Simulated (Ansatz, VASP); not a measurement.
## Two plane-wave programs on Au

```
Au
1.0
     2.81549    0.00000    0.00000
    -0.01296    2.82018    0.00000
    -1.13789   -1.18541    4.97325
Au
2
Direct
  0.67286 0.66596 0.27405
  0.32714 0.33404 0.72594
```

Alike in both runs: functional PBEsol; k mesh 8 × 8 × 5; occupations fermi-dirac, width 0.05 eV; no spin polarisation.

|  | VASP | Ansatz |
| --- | --- | --- |
| version | VASP 6.6.1 | Ansatz 0.2.0 |
| potentials or method | VASP PAW PBE potentials, release 64 (Au) | Ansatz PAW |
| plane-wave cutoff (eV) | 520 | 420 |
| valence electrons in the cell | 22 | 38 |
| task | single point | band structure |

```csv
,VASP,Ansatz,Ansatz less VASP
gap on the k mesh at the Fermi level (eV),none,none,-
pressure (GPa),-9.3,-9.2,+0.17
"traceless stress, the component that is largest in VASP (GPa)",0.82,0.82,+0.003
rms of the force components (eV/Å),0.065,0.064,-0.0020
```

VASP's potentials were made for PBE, not for PBEsol. Atom by atom the forces differ by 0.002 eV/Å (rms over components). A gap of «none» marks a metal or a gap that the smearing closes. VASP's potentials hold 22 valence electrons a cell and Ansatz's 38, so a difference there can come from the potentials and not from the codes.

Spin-orbit coupling is off throughout.
